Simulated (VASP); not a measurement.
# MgO (Fm-3m) in VASP: single point with r2SCAN

Aim: the single point of MgO with r2SCAN.

All numbers are computed with VASP 6.6.1; they aren't measurements. Logs are shortened: lines on timing, memory, paths and dates and some standing lists are left out, and cuts for length are marked.

## (1) The cell of the first run

Symmetry: Fm-3m, No. 225, cubic system. Conventional cell: a = 4.214 Å, b = 4.214 Å, c = 4.214 Å, α = 90.00°, β = 90.00°, γ = 90.00°. O (site symmetry m-3m) has 6 Mg at 2.11 Å within 2.8 Å. Mg (site symmetry m-3m) has 6 O at 2.11 Å within 2.8 Å.

## (2) Single point, r2SCAN

POSCAR

```
MgO
1.0
    0.0000000000      8.4288080000      8.4288080000
    8.4288080000      0.0000000000      8.4288080000
    8.4288080000      8.4288080000      0.0000000000
O Mg
64 64
Direct
    0.3750000000      0.1250000000      0.1250000000
    0.8750000000      0.1250000000      0.1250000000
    0.1250000000      0.3750000000      0.3750000000
    0.3750000000      0.6250000000      0.1250000000
    0.3750000000      0.1250000000      0.6250000000
    0.6250000000      0.3750000000      0.3750000000
[... 120 lines left out ...]
    0.0000000000      0.7500000000      0.7500000000
    0.5000000000      0.7500000000      0.7500000000
```

INCAR.step1

```
SYSTEM = MgO
PREC = Accurate
ENCUT = 520
ISMEAR = -1
SIGMA = 0.05
LREAL = Auto
LASPH = .True.
NELM = 100
NBANDS = 326
GGA = PE
ALGO = Normal
EDIFF = 1E-4
LWAVE = .True.
LCHARG = .False.
```

INCAR.step2

```
SYSTEM = MgO
PREC = Accurate
ENCUT = 520
EDIFF = 1E-6
ISMEAR = -1
SIGMA = 0.05
LREAL = Auto
LASPH = .True.
NELM = 100
ALGO = Normal
ISIF = 2
LWAVE = .False.
LCHARG = .False.
METAGGA = R2SCAN
LMIXTAU = .True.
NBANDS = 326
ISTART = 1
```

KPOINTS

```
Automatic mesh
0
Gamma
  1 1 1
  0 0 0
```

Potentials or basis: VASP PAW PBE potentials, release 64 (O, Mg).

On the command line:

```
> cat potpaw_PBE.64/O/POTCAR potpaw_PBE.64/Mg/POTCAR > POTCAR
> cp INCAR.step1 INCAR
> mpirun -np 1 vasp_gam > vasp.out
> cp INCAR.step2 INCAR
> mpirun -np 1 vasp_gam > vasp.out
```

OUTCAR:

```text
SYSTEM = MgO
   PREC = Accurate
   ENCUT = 520
   EDIFF = 1E-6
   ISMEAR = -1
   LREAL = Auto
   LASPH = .True.
   NELM = 100
   ISIF = 2
   METAGGA = R2SCAN
   ISTART = 1

 ion  position               nearest neighbor table
   1  0.375  0.125  0.125-  66 2.11  69 2.11  82 2.11  83 2.11  98 2.11  99 2.11
   2  0.875  0.125  0.125-  65 2.11  72 2.11  81 2.11  84 2.11  97 2.11 100 2.11
   3  0.125  0.375  0.375-  69 2.11  73 2.11  85 2.11  88 2.11 102 2.11 103 2.11
   4  0.375  0.625  0.125-  70 2.11  74 2.11  86 2.11  89 2.11 103 2.11 104 2.11
   5  0.375  0.125  0.625-  71 2.11  75 2.11  88 2.11  91 2.11 105 2.11 106 2.11
   6  0.625  0.375  0.375-  72 2.11  76 2.11  89 2.11  92 2.11 106 2.11 107 2.11
[... 192 lines left out ...]
 A1 = (   0.0000000000,   8.4288080000,   8.4288080000)
 A2 = (   8.4288080000,   0.0000000000,   8.4288080000)
 A3 = (   8.4288080000,   8.4288080000,   0.0000000000)

Analysis of symmetry for initial positions (statically):
=====================================================================
 Subroutine PRICEL returns following result:

  LATTYP: Found a face centered cubic cell.
 ALAT       =     4.2144040000

  Lattice vectors:

 A1 = (   0.0000000000,   2.1072020000,   2.1072020000)
 A2 = (   2.1072020000,   0.0000000000,   2.1072020000)
 A3 = (   2.1072020000,   2.1072020000,   0.0000000000)

  64 primitive cells build up your supercell.

 Routine SETGRP: Setting up the symmetry group for a
 face centered cubic supercell.

 Subroutine GETGRP returns: Found 48 space group operations
 (whereof 48 operations were pure point group operations)
 out of a pool of 48 trial point group operations.

The static configuration has the point symmetry O_h .

Analysis of symmetry for dynamics (positions and initial velocities):
=====================================================================
 Subroutine PRICEL returns following result:

  LATTYP: Found a face centered cubic cell.
 ALAT       =     4.2144040000

  Lattice vectors:

 A1 = (   0.0000000000,   2.1072020000,   2.1072020000)
 A2 = (   2.1072020000,   0.0000000000,   2.1072020000)
 A3 = (   2.1072020000,   2.1072020000,   0.0000000000)

  64 primitive cells build up your supercell.

 Routine SETGRP: Setting up the symmetry group for a
 face centered cubic supercell.

 Subroutine GETGRP returns: Found 48 space group operations
 (whereof 48 operations were pure point group operations)
[... 81 lines left out ...]
   NSW    =      0    number of steps for IOM
   IBRION =     -1    ionic relax: 0-MD 1-quasi-New 2-CG
   NFREE  =      0    steps in history (QN), initial steepest desc. (CG)
   ISIF   =      2    stress and relaxation
   ISYM   =      2    0-nonsym 1-usesym 2-fastsym
   POTIM  = 0.5000    time-step for ionic-motion
   TEBEG  =    0.0;   TEEND  =   0.0 temperature during run
   PSTRESS=    0.0 pullay stress
   NELECT =     512.0000    total number of electrons
   NUPDOWN=      -1.0000    fix difference up-down
   EMIN   =  10.00;   EMAX   =-10.00  energy-range for DOS
   EFERMI =   0.00;   METHOD = LEGACY
   ISMEAR =    -1;   SIGMA  =   0.05  broadening in eV -4-tet -1-fermi 0-gaus
   EFERMI_NEDOS =   21; number of points for ismear=-14 and -15
   IALGO  =     38    algorithm
   IMIX   =      4    mixing-type and parameters
     AMIX     =   0.40;   BMIX     =  1.00
     AMIX_MAG =   1.60;   BMIX_MAG =  1.00
  volume/ion in A,a.u.               =       9.36        63.14
  Fermi-wavevector in a.u.,A,eV,Ry     =   1.233262  2.330527 20.693577  1.520935
  Thomas-Fermi vector in A             =   2.367999
   LORBIT       =      0    0 simple, 1 ext, 2 COOP (PROOUT), +10 PAW based schemes
   METAGGA = R2SCAN    functional components
   LHFCALC =     F    Hartree Fock is set to
   AEXX    =    0.0000 exact exchange contribution
   IVDW    =     0    specifies the selected vdW correction
   LEPSILON=     F    determine dielectric tensor
   LRPA    =     F    only Hartree local field effects (RPA)
 non-spin polarized calculation
  energy-cutoff  :      520.00
  volume of cell :     1197.65
 maximum number of plane-waves:     16156
 NGX is ok and might be reduce to    90
   NGX = 45   NGY = 45   NGZ = 45

 number of electron     511.9999763 magnetization

 Free energy of the ion-electron system (eV)
  ---------------------------------------------------
  ext. energy  EPLUGINS =         0.00000000
  ---------------------------------------------------
  free energy    TOTEN  =     -1033.60425320 eV

  energy without entropy =    -1033.60425320  energy(sigma->0) =    -1033.60425320

 E-fermi :   4.0700     XC(G=0): -11.5841

 val. band max:        2.7755113261   @ k =   0.0000   0.0000   0.0000
 cond. band min:       8.3557424455   @ k =   0.0000   0.0000   0.0000
 fundamental gap:      5.5802311193
 Fermi energy:         4.0699508818

 k-point     1 :       0.0000    0.0000    0.0000
  band No.  band energies     occupation
      1     -15.4178      2.00000
      2     -14.8440      2.00000
      3     -14.8440      2.00000
      4     -14.8440      2.00000
      5     -14.8440      2.00000
      6     -14.8440      2.00000
[... 260 lines left out ...]
    267      11.5549      0.00000
    268      11.5549      0.00000
 [bands above 268 left out]

------------------------ aborting loop because EDIFF is reached ----------------------------------------

  FORCE on cell =-STRESS in cart. coord.  units (eV):
  Direction    XX          YY          ZZ          XY          YZ          ZX
  --------------------------------------------------------------------------------------
  -------------------------------------------------------------------------------------
  Total      -17.0423901    -17.0423901    -17.0423901      0.0000000     -0.0000000     -0.0000000
  in kB      -22.7988324    -22.7988324    -22.7988324      0.0000000     -0.0000000     -0.0000000
  external PRESSURE =     -22.7988324 kB  Pullay stress =       0.0000000 kB

 VOLUME and BASIS-vectors are now :
 -----------------------------------------------------------------------------
  energy-cutoff  :      520.00
  volume of cell :     1197.65
      direct lattice vectors                 reciprocal lattice vectors
     0.000000000  8.428808000  8.428808000    -0.059320369  0.059320369  0.059320369
     8.428808000  0.000000000  8.428808000     0.059320369 -0.059320369  0.059320369
     8.428808000  8.428808000  0.000000000     0.059320369  0.059320369 -0.059320369

 POSITION                                       TOTAL-FORCE (eV/Angst)
 -----------------------------------------------------------------------------------
      2.10720      4.21440      4.21440         0.000000     -0.000000      0.000000
      2.10720      8.42881      8.42881         0.000000      0.000000      0.000000
      6.32161      4.21440      4.21440         0.000000      0.000000      0.000000
      6.32161      4.21440      8.42881         0.000000     -0.000000      0.000000
      6.32161      8.42881      4.21440        -0.000000     -0.000000     -0.000000
      6.32161      8.42881      8.42881         0.000000      0.000000      0.000000
[... 120 lines left out ...]
     12.64321      6.32161      6.32161         0.000000      0.000000     -0.000000
     12.64321     10.53601     10.53601         0.000000     -0.000000      0.000000
 -----------------------------------------------------------------------------------
    total drift:                                0.000000      0.000000      0.000000

  FREE ENERGIE OF THE ION-ELECTRON SYSTEM (eV)
  ---------------------------------------------------
  free  energy   TOTEN  =     -1033.6042531965 eV

  energy  without entropy=    -1033.6042531965  energy(sigma->0) =    -1033.60425320
```

OUTCAR.step1:

```text
SYSTEM = MgO
   PREC = Accurate
   ENCUT = 520
   ISMEAR = -1
   LREAL = Auto
   LASPH = .True.
   NELM = 100
[... 681 lines left out ...]
      6.32161      8.42881      8.42881        -0.000000      0.000000      0.000000
[... 120 lines left out ...]
     12.64321      6.32161      6.32161        -0.000000     -0.000000     -0.000000
     12.64321     10.53601     10.53601        -0.000000     -0.000000     -0.000000
 -----------------------------------------------------------------------------------
    total drift:                                0.000000      0.000000      0.000000

  FREE ENERGIE OF THE ION-ELECTRON SYSTEM (eV)
  ---------------------------------------------------
  free  energy   TOTEN  =      -761.2250906732 eV

  energy  without entropy=     -761.2250906731  energy(sigma->0) =     -761.22509067
```

It took 85 min on 1 thread of Oxide Virtual Turin-like, shared host; peak memory 1.6 GiB.

What came out:

- Free energy: -1033.6043 eV
- Pressure: -2.3 GPa
- Band gap on the k mesh: 5.58 eV

Caveat: the k points lie up to 0.65 Å⁻¹ apart; the PAW data sets were made with another functional, which shifts forces and pressure a little; an odd mesh through Γ misses points on the zone boundary, where band edges can lie.
